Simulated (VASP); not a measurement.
# Cu2SiO3 (P-6m2) in VASP: further runs

The runs below take Cu2SiO3 through single point, with r2SCAN+rVV10.

All numbers are computed with VASP 6.6.1; they aren't measurements. Logs are shortened: lines on timing, memory, paths and dates and some standing lists are left out, and cuts for length are marked.

## 1. The cell of the first run

Symmetry: P-6m2, No. 187, hexagonal system. Conventional cell: a = 3.551 Å, b = 3.551 Å, c = 5.574 Å, α = 90.00°, β = 90.00°, γ = 120.00°. Within 3.1 Å of Cu (site symmetry 3m) lie 1 Cu at 2.32 Å and 9 O at 2.36 to 2.62 Å and 3 Si at 2.62 Å. Within 2.8 Å of Si (site symmetry -6m2) lie 5 O at 2.05 to 2.79 Å and 6 Cu at 2.62 Å. O (site symmetry -6m2) has 3 O at 2.05 Å and 6 Cu at 2.36 Å and 2 Si at 2.79 Å within 2.8 Å. Within 2.8 Å of O (site symmetry -6m2) lie 3 Si at 2.05 Å and 6 Cu at 2.62 Å and 2 O at 2.79 Å. Within 2.8 Å of O (site symmetry -6m2) lie 5 O at 2.05 to 2.79 Å and 6 Cu at 2.36 Å.

## 2. Single point, r2SCAN+rVV10

Input file POSCAR:

```
Cu2SiO3
1.0
    3.5508928780      0.0000000000      0.0000000000
   -1.7754464390      3.0751634385      0.0000000000
    0.0000000000      0.0000000000      5.5739462091
Cu Si O
2 1 3
Direct
    0.6666666667      0.3333333333      0.2915361178
    0.6666666667      0.3333333333      0.7084638822
    0.0000000000      0.0000000000      0.0000000000
    0.0000000000      0.0000000000      0.5000000000
    0.3333333333      0.6666666667      0.0000000000
    0.3333333333      0.6666666667      0.5000000000
```

Input file INCAR.step1:

```
SYSTEM = Cu2SiO3
ALGO     = Normal         ! electronic algorithm
EDIFF    = 1E-4           ! SCF threshold, eV
ENCUT    = 520            ! plane-wave cutoff, eV
GGA      = PE             ! functional
ISMEAR   = -1             ! smearing method
LASPH    = .TRUE.         ! aspherical terms in the spheres
LCHARG   = .FALSE.        ! write CHGCAR
LREAL    = .FALSE.        ! projectors in reciprocal space
LWAVE    = .TRUE.         ! write WAVECAR
NBANDS   = 31             ! bands
NELM     = 60             ! most SCF steps
PREC     = Accurate       ! precision mode
SIGMA    = 0.03           ! smearing width, eV
```

Input file INCAR.step2:

```
SYSTEM = Cu2SiO3
ALGO     = Normal         ! electronic algorithm
BPARAM   = 11.95        
CPARAM   = 0.0093       
EDIFF    = 1E-6           ! SCF threshold, eV
ENCUT    = 520            ! plane-wave cutoff, eV
ISIF     = 2              ! what is computed and relaxed
ISMEAR   = -1             ! smearing method
ISTART   = 1            
IVDW_NL  = 2            
LASPH    = .TRUE.         ! aspherical terms in the spheres
LCHARG   = .FALSE.        ! write CHGCAR
LMIXTAU  = .TRUE.       
LREAL    = .FALSE.        ! projectors in reciprocal space
LUSE_VDW = .TRUE.       
LWAVE    = .FALSE.        ! write WAVECAR
METAGGA  = R2SCAN         ! meta-GGA
NBANDS   = 31             ! bands
NELM     = 60             ! most SCF steps
PREC     = Accurate       ! precision mode
SIGMA    = 0.03           ! smearing width, eV
```

Input file KPOINTS:

```
k-points
0
G
  12 12 4
  0 0 0
```

Potentials or basis: VASP PAW PBE potentials, release 64 (Cu, Si, O).

Command:

```sh
$ cat potpaw_PBE.64/Cu/POTCAR potpaw_PBE.64/Si/POTCAR potpaw_PBE.64/O/POTCAR > POTCAR
$ cp INCAR.step1 INCAR
$ mpirun -np 1 vasp_std > vasp.out
$ cp INCAR.step2 INCAR
$ mpirun -np 1 vasp_std > vasp.out
```

OUTCAR:

```text
SYSTEM = Cu2SiO3
   BPARAM = 11.95
   EDIFF = 1E-6
   ENCUT = 520
   ISIF = 2
   ISMEAR = -1
   ISTART = 1
   IVDW_NL = 2
   LASPH = .TRUE.
   LREAL = .FALSE.
   METAGGA = R2SCAN
   NELM = 60
   PREC = Accurate

 ion  position               nearest neighbor table
   1  0.667  0.333  0.292-   2 2.32   4 2.36   6 2.36   6 2.36   4 2.36   4 2.36   6 2.36   3 2.62
                             3 2.62   3 2.62
   2  0.667  0.333  0.708-   1 2.32   4 2.36   6 2.36   6 2.36   4 2.36   4 2.36   6 2.36   3 2.62
                             3 2.62   3 2.62
   3  0.000  0.000  0.000-   5 2.05   5 2.05   5 2.05   1 2.62   2 2.62   2 2.62   1 2.62   2 2.62
                             1 2.62
   4  0.000  0.000  0.500-   1 2.36   2 2.36   1 2.36   2 2.36   1 2.36   2 2.36
   5  0.333  0.667  0.000-   3 2.05   3 2.05   3 2.05
   6  0.333  0.667  0.500-   1 2.36   2 2.36   1 2.36   2 2.36   1 2.36   2 2.36

  LATTYP: Found a hexagonal cell.
 ALAT       =     3.5508928780
 C/A-ratio  =     1.5697308820

  Lattice vectors:

 A1 = (   3.5508928780,   0.0000000000,   0.0000000000)
 A2 = (  -1.7754464390,   3.0751634385,   0.0000000000)
 A3 = (   0.0000000000,   0.0000000000,   5.5739462091)

Analysis of symmetry for initial positions (statically):
=====================================================================
 Subroutine PRICEL returns:
 Original cell was already a primitive cell.

 Routine SETGRP: Setting up the symmetry group for a
 hexagonal supercell.

 Subroutine GETGRP returns: Found 12 space group operations
 (whereof 12 operations were pure point group operations)
 out of a pool of 24 trial point group operations.

The static configuration has the point symmetry D_3h.

Analysis of symmetry for dynamics (positions and initial velocities):
=====================================================================
 Subroutine PRICEL returns:
 Original cell was already a primitive cell.

 Routine SETGRP: Setting up the symmetry group for a
 hexagonal supercell.

 Subroutine GETGRP returns: Found 12 space group operations
 (whereof 12 operations were pure point group operations)
 out of a pool of 24 trial point group operations.

The dynamic configuration has the point symmetry D_3h.

 Subroutine INISYM returns: Found 12 space group operations
 (whereof 12 operations are pure point group operations),
 and found     1 'primitive' translations

----------------------------------------------------------------------------------------

                                     Primitive cell

  volume of cell :      60.8651
[... 97 lines left out ...]
   EDIFF  = 0.1E-05   stopping-criterion for ELM
   LREAL  =      F    real-space projection
   EDIFFG = 0.1E-04   stopping-criterion for IOM
   NSW    =      0    number of steps for IOM
   IBRION =     -1    ionic relax: 0-MD 1-quasi-New 2-CG
   NFREE  =      0    steps in history (QN), initial steepest desc. (CG)
   ISIF   =      2    stress and relaxation
   ISYM   =      2    0-nonsym 1-usesym 2-fastsym
   POTIM  = 0.5000    time-step for ionic-motion
   TEBEG  =    0.0;   TEEND  =   0.0 temperature during run
   PSTRESS=    0.0 pullay stress
   NELECT =      44.0000    total number of electrons
   NUPDOWN=      -1.0000    fix difference up-down
   EMIN   =  10.00;   EMAX   =-10.00  energy-range for DOS
   EFERMI =   0.00;   METHOD = LEGACY
   ISMEAR =    -1;   SIGMA  =   0.03  broadening in eV -4-tet -1-fermi 0-gaus
   EFERMI_NEDOS =   21; number of points for ismear=-14 and -15
   IALGO  =     38    algorithm
   IMIX   =      4    mixing-type and parameters
     AMIX     =   0.40;   BMIX     =  1.00
     AMIX_MAG =   1.60;   BMIX_MAG =  1.00
  volume/ion in A,a.u.               =      10.14        68.46
  Fermi-wavevector in a.u.,A,eV,Ry     =   1.469274  2.776526 29.371807  2.158767
  Thomas-Fermi vector in A             =   2.584671
   LORBIT       =      0    0 simple, 1 ext, 2 COOP (PROOUT), +10 PAW based schemes
   METAGGA = R2SCAN    functional components
   LHFCALC =     F    Hartree Fock is set to
   AEXX    =    0.0000 exact exchange contribution
   IVDW_NL    =     2    kernel type
   BPARAM     =11.9500
   IVDW    =     0    specifies the selected vdW correction
   LEPSILON=     F    determine dielectric tensor
   LRPA    =     F    only Hartree local field effects (RPA)
 non-spin polarized calculation
  energy-cutoff  :      520.00
  volume of cell :       60.87
 maximum number of plane-waves:      1677
 NGX is ok and might be reduce to    28
   NGX = 13   NGY = 13   NGZ = 21

 number of electron      43.9999968 magnetization

 Free energy of the ion-electron system (eV)
  ---------------------------------------------------
  ext. energy  EPLUGINS =         0.00000000
  ---------------------------------------------------
  free energy    TOTEN  =       -44.72162511 eV

  energy without entropy =      -44.71793526  energy(sigma->0) =      -44.71978019

 E-fermi :   6.9299     XC(G=0): -12.7306

 val. band max:        6.9166372579   @ k =   0.2500   0.2500   0.2500
 cond. band min:       6.9382648521   @ k =   0.1667   0.0000   0.5000
 fundamental gap:      0.0216275942
 Fermi energy:         6.9299116989

 k-point     1 :       0.0000    0.0000    0.0000
  band No.  band energies     occupation
      1     -14.9686      2.00000
      2     -14.1169      2.00000
      3      -9.4921      2.00000
      4      -1.3545      2.00000
      5       0.1900      2.00000
      6       0.2380      2.00000
[... 805 lines left out ...]
     30      16.8887      0.00000
     31      17.9888      0.00000

 [... further k-points ...]
[... 5 lines left out ...]
  --------------------------------------------------------------------------------------
  -------------------------------------------------------------------------------------
  Total        0.1635526      0.1635526      0.0714068      0.0000000     -0.0000000      0.0000000
  in kB        4.3052607      4.3052607      1.8796687      0.0000000     -0.0000000      0.0000000
  external PRESSURE =       3.4967301 kB  Pullay stress =       0.0000000 kB

 VOLUME and BASIS-vectors are now :
 -----------------------------------------------------------------------------
  energy-cutoff  :      520.00
  volume of cell :       60.87
      direct lattice vectors                 reciprocal lattice vectors
     3.550892878  0.000000000  0.000000000     0.281619309  0.162592984  0.000000000
    -1.775446439  3.075163439  0.000000000     0.000000000  0.325185968  0.000000000
     0.000000000  0.000000000  5.573946209     0.000000000  0.000000000  0.179406109

 POSITION                                       TOTAL-FORCE (eV/Angst)
 -----------------------------------------------------------------------------------
      1.77545      1.02505      1.62501        -0.000000      0.000000     -0.019480
      1.77545      1.02505      3.94894        -0.000000      0.000000      0.019480
      0.00000      0.00000      0.00000         0.000000     -0.000000      0.000000
      0.00000      0.00000      2.78697         0.000000     -0.000000      0.000000
     -0.00000      2.05011      0.00000         0.000000     -0.000000      0.000000
     -0.00000      2.05011      2.78697         0.000000     -0.000000      0.000000
 -----------------------------------------------------------------------------------
    total drift:                                0.000035     -0.000020      0.000000

  FREE ENERGIE OF THE ION-ELECTRON SYSTEM (eV)
  ---------------------------------------------------
  free  energy   TOTEN  =       -44.7216251119 eV

  energy  without entropy=      -44.7179352639  energy(sigma->0) =      -44.71978019
```

OSZICAR.step1:

```text
N       E                     dE             d eps       ncg     rms          rms(c)
DAV:   1     0.426385197103E+03    0.42639E+03   -0.20468E+04  3661   0.199E+03
DAV:   2     0.274739173926E+02   -0.39891E+03   -0.36944E+03  3779   0.431E+02
DAV:   3    -0.307965494259E+02   -0.58270E+02   -0.52947E+02  4355   0.168E+02
DAV:   4    -0.339067346837E+02   -0.31102E+01   -0.30771E+01  4749   0.417E+01
DAV:   5    -0.339754571536E+02   -0.68722E-01   -0.68686E-01  4680   0.547E+00    0.282E+01
DAV:   6    -0.509454555128E+02   -0.16970E+02   -0.15368E+02  4826   0.280E+02    0.302E+01
DAV:   7    -0.294565936014E+02    0.21489E+02   -0.69030E+01  4651   0.126E+02    0.136E+01
DAV:   8    -0.271469673265E+02    0.23096E+01   -0.66195E+00  5534   0.401E+01    0.935E+00
DAV:   9    -0.259333375688E+02    0.12136E+01   -0.16495E+00  5652   0.323E+01    0.566E+00
DAV:  10    -0.254045967513E+02    0.52874E+00   -0.17128E+00  5696   0.338E+01    0.129E+00
DAV:  11    -0.254372076143E+02   -0.32611E-01   -0.46194E-01  4695   0.444E+00    0.850E-01
DAV:  12    -0.254346715263E+02    0.25361E-02   -0.15662E-02  5361   0.132E+00    0.696E-01
DAV:  13    -0.254267838410E+02    0.78877E-02   -0.23837E-02  5199   0.391E+00    0.102E-01
DAV:  14    -0.254273970808E+02   -0.61324E-03   -0.59022E-03  4519   0.464E-01    0.132E-01
DAV:  15    -0.254271388595E+02    0.25822E-03   -0.33258E-04  2873   0.416E-01    0.467E-02
DAV:  16    -0.254271383157E+02    0.54377E-06   -0.35199E-04  3244   0.141E-01
   1 F= -.25427138E+02 E0= -.25425266E+02  d E =-.374417E-02
```

It took 8.3 min on 1 thread of Intel Xeon Platinum 8259CL at 2.50GHz (Skylake/Cascade Lake), shared host; peak memory 0.38 GiB.

What came out:

```
Free energy            : -44.7216 eV
Pressure               : 0.3 GPa
Largest force          : 0.019 eV/Å
Band gap on the k mesh : zero (bands 22 and 23 overlap by 1.30 eV)
```

Forces in eV/Å, atoms in the order of the input:
```
Cu   0.000  0.000 -0.019
Cu   0.000  0.000  0.019
Si   0.000  0.000  0.000
O    0.000  0.000  0.000
O    0.000  0.000  0.000
O    0.000  0.000  0.000
```

Caveat: the PAW data sets were made with another functional, which shifts forces and pressure a little; semilocal functionals often make such compounds metallic where correlation or magnetic order opens a gap, which also shifts bond lengths. With open d or f shells a metallic result of r2SCAN can be an artefact of self-interaction; +U or a hybrid may open a gap.

## 3. Single point, r2SCAN+rVV10

POSCAR is that of step 2.

Input file INCAR.step1:

```
SYSTEM = Cu2SiO3
PREC = Accurate ; ENCUT = 520
ISMEAR = -1 ; SIGMA = 0.03
LREAL = .False. ; LASPH = .True.
NELM = 80 ; NBANDS = 31
GGA = PE ; ALGO = Normal
EDIFF = 1E-4 ; LWAVE = .True.
LCHARG = .False.
```

Input file INCAR.step2:

```
SYSTEM = Cu2SiO3
PREC = Accurate ; ENCUT = 520
EDIFF = 1E-6 ; ISMEAR = -1
SIGMA = 0.03 ; LREAL = .False.
LASPH = .True. ; NELM = 80
ALGO = Normal ; ISIF = 2
LWAVE = .False. ; LCHARG = .False.
METAGGA = R2SCAN ; LMIXTAU = .True.
LUSE_VDW = .True. ; IVDW_NL = 2
BPARAM = 11.95 ; CPARAM = 0.0093
NBANDS = 31 ; ISTART = 1
```

Input file KPOINTS:

```
regular mesh
0
Gamma
  12 12 6
  0 0 0
```

Potentials or basis: VASP PAW PBE potentials, release 64 (Cu, Si, O).

Command:

```sh
$ cat potpaw_PBE.64/Cu/POTCAR potpaw_PBE.64/Si/POTCAR potpaw_PBE.64/O/POTCAR > POTCAR
$ cp INCAR.step1 INCAR
$ mpirun -np 1 vasp_std > vasp.out
$ cp INCAR.step2 INCAR
$ mpirun -np 1 vasp_std > vasp.out
```

Wall time 12 min (1 thread of Intel Xeon Platinum 8259CL at 2.50GHz (Skylake/Cascade Lake), shared host); peak memory 0.4 GiB.

It converged, with:

- Free energy: -44.7223 eV
- Pressure: 0.3 GPa
- Largest force: 0.018 eV/Å
- Band gap on the k mesh: zero (bands 22 and 23 overlap by 1.30 eV)

Forces on the atoms (eV/Å):
```
Cu   0.000  0.000 -0.018
Cu   0.000  0.000  0.018
Si   0.000  0.000  0.000
O    0.000  0.000  0.000
O    0.000  0.000  0.000
O    0.000  0.000  0.000
```

Stress tensor (GPa, compression positive):
```
0.42 0.00 0.00
0.00 0.42 0.00
0.00 0.00 0.13
```

Levels at points of the mesh, in eV from the Fermi level:
```tsv
k point	band 19	band 20	band 21	band 22	band 23	band 24	band 25	band 26
(0.00, 0.00, 0.00)	-1.64	-1.64	-1.26	-0.66	-0.66	2.04	3.41	3.53
(0.50, 0.00, 0.00)	-1.82	-1.57	-0.94	-0.28	1.01	1.15	1.44	4.63
(0.00, 0.00, 0.50)	-1.69	-1.48	-1.29	-0.33	-0.33	0.26	3.29	3.29
(0.50, 0.00, 0.50)	-2.10	-1.31	-0.77	-0.34	0.55	1.01	1.34	4.28
```

Caveat: the PAW data sets were made with another functional, which shifts forces and pressure a little; semilocal functionals often make such compounds metallic where correlation or magnetic order opens a gap, which also shifts bond lengths.

The gap in the log of VASP goes by the Fermi energy; the results here count the filled bands.